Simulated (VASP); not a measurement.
Input of a VASP 6.6.1 run:

File POSCAR:

```
KF
1.0
    0.0000000000      2.7403375000      2.6735000000
    2.7403375000      0.0000000000      2.6735000000
    2.7403375000      2.7403375000      0.0000000000
K F
1 1
Direct
    0.0000000000      0.0000000000      0.0000000000
    0.5000000000      0.5000000000      0.5000000000
```

The input INCAR.step1:

```
ALGO     = Normal         # electronic algorithm
EDIFF    = 1E-4           # SCF threshold, eV
ENCUT    = 520            # plane-wave cutoff, eV
GGA      = PE             # functional
ISMEAR   = 0              # smearing method
LASPH    = T              # aspherical terms in the spheres
LCHARG   = F              # write CHGCAR
LREAL    = F              # projectors in reciprocal space
LWAVE    = T              # write WAVECAR
NBANDS   = 15             # bands
NELM     = 100            # most SCF steps
PREC     = Accurate       # precision mode
SIGMA    = 0.05           # smearing width, eV
```

File INCAR.step2:

```
ALGO     = Normal         # electronic algorithm
EDIFF    = 1E-6           # SCF threshold, eV
ENCUT    = 520            # plane-wave cutoff, eV
ISIF     = 2              # what is computed and relaxed
ISMEAR   = 0              # smearing method
ISTART   = 1            
LASPH    = T              # aspherical terms in the spheres
LCHARG   = T              # write CHGCAR
LELF     = T              # ELF
LMIXTAU  = T            
LREAL    = F              # projectors in reciprocal space
LVHAR    = T            
LWAVE    = F              # write WAVECAR
METAGGA  = R2SCAN         # meta-GGA
NBANDS   = 15             # bands
NELM     = 100            # most SCF steps
PREC     = Accurate       # precision mode
SIGMA    = 0.05           # smearing width, eV
```

Contents of KPOINTS:

```
k-points
0
Gamma
  8 8 8
```

Potentials or basis: VASP PAW PBE potentials, release 64 (K_sv, F).

Run with:

```console
$ cat potpaw_PBE.64/K_sv/POTCAR potpaw_PBE.64/F/POTCAR > POTCAR
$ cp INCAR.step1 INCAR
$ mpirun -np 1 vasp_std > vasp.out
$ cp INCAR.step2 INCAR
$ mpirun -np 1 vasp_std > vasp.out
```

**Question.** What does it give for the band gap on the k mesh?

**Answer.** 6.54 eV.

**Question.** Predict the pressure.

**Answer.** -2.0 GPa.

Stress tensor (GPa, compression positive):
```
-2.35  0.00  0.00
 0.00 -2.35  0.00
 0.00  0.00 -1.22
```

Caveat: the cell differs from its parent crystal (strain +0.025 along x and y, +0.000 along z); the PAW data sets were made with another functional, which shifts forces and pressure a little. A k mesh can miss the band edges.
